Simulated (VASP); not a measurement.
Input of a VASP 6.6.1 run:

File INCAR:

```
ALGO     = Normal         # electronic algorithm
EDIFF    = 1E-8           # SCF threshold, eV
ENCUT    = 550            # plane-wave cutoff, eV
GGA      = CA             # functional
GGA_COMPAT= F            
ISIF     = 2              # what is computed and relaxed
ISMEAR   = -1             # smearing method
KPAR     = 2            
LASPH    = T              # aspherical terms in the spheres
LCHARG   = F              # write CHGCAR
LORBIT   = 11             # projections on sites
LREAL    = F              # projectors in reciprocal space
LSORBIT  = T              # spin-orbit coupling
LWAVE    = F              # write WAVECAR
MAGMOM   = 0 0 0          # initial moments
NELM     = 200            # most SCF steps
PREC     = Accurate       # precision mode
SIGMA    = 0.02           # smearing width, eV
```

Contents of KPOINTS:

```
Automatic mesh
0
Gamma
  19 19 19
  0 0 0
```

POSCAR

```
Bi
1.0
   -1.9814305318      1.9814305318      1.9616162265
    1.9814305318     -1.9814305318      1.9616162265
    1.9814305318      1.9814305318     -1.9616162265
Bi
1
Direct
    0.0000000000      0.0000000000      0.0000000000
```

Potentials or basis: VASP PAW LDA potentials, release 64 (Bi_d).

Launch:

```bash
$ cat potpaw_LDA.64/Bi_d/POTCAR > POTCAR
$ mpirun -np 2 vasp_ncl > vasp.out
```

Question: Predict the pressure.

Answer: -1.5 GPa.

Question: What does it give for the net moment?

Answer: 0.00 μB per cell.

Stress tensor (GPa, compression positive):
```
-1.42  0.00  0.00
 0.00 -1.42  0.00
 0.00  0.00 -1.57
```

Caveat: the cell differs from its parent crystal (cell strained by -1.0% along z).
